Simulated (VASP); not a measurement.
Here is a VASP 6.6.1 calculation.

INCAR

```
PREC = Accurate
ENCUT = 520
EDIFF = 1E-7
ISMEAR = -1
SIGMA = 0.05
LREAL = F
LASPH = T
NELM = 80
ALGO = Fast
ISIF = 2
LWAVE = F
LCHARG = F
GGA = PS
IVDW = 13
NBANDS = 13
```

KPOINTS

```
regular mesh
0
Gamma
  9 9 9
```

File POSCAR:

```
Pb
1.0
   -1.9316008863      1.9316008863      1.9316008863
    1.9316008863     -1.9316008863      1.9316008863
    1.9316008863      1.9316008863     -1.9316008863
Pb
1
Direct
    0.0000000000      0.0000000000      0.0000000000
```

Potentials or basis: VASP PAW PBE potentials, release 64 (Pb_d).

The run is started by

```sh
$ cat potpaw_PBE.64/Pb_d/POTCAR > POTCAR
$ mpirun -np 1 vasp_std > vasp.out
```

(1) Estimate the band gap on the k mesh.

(2) Predict the dispersion energy per atom.

## Answers

(1) zero (band 7 reaches 15.78 eV, above the bottom of band 8 at 5.46 eV).

(2) -0.266 eV.

Caveat: spin-orbit coupling is left out, which moves the levels of the heavy elements.
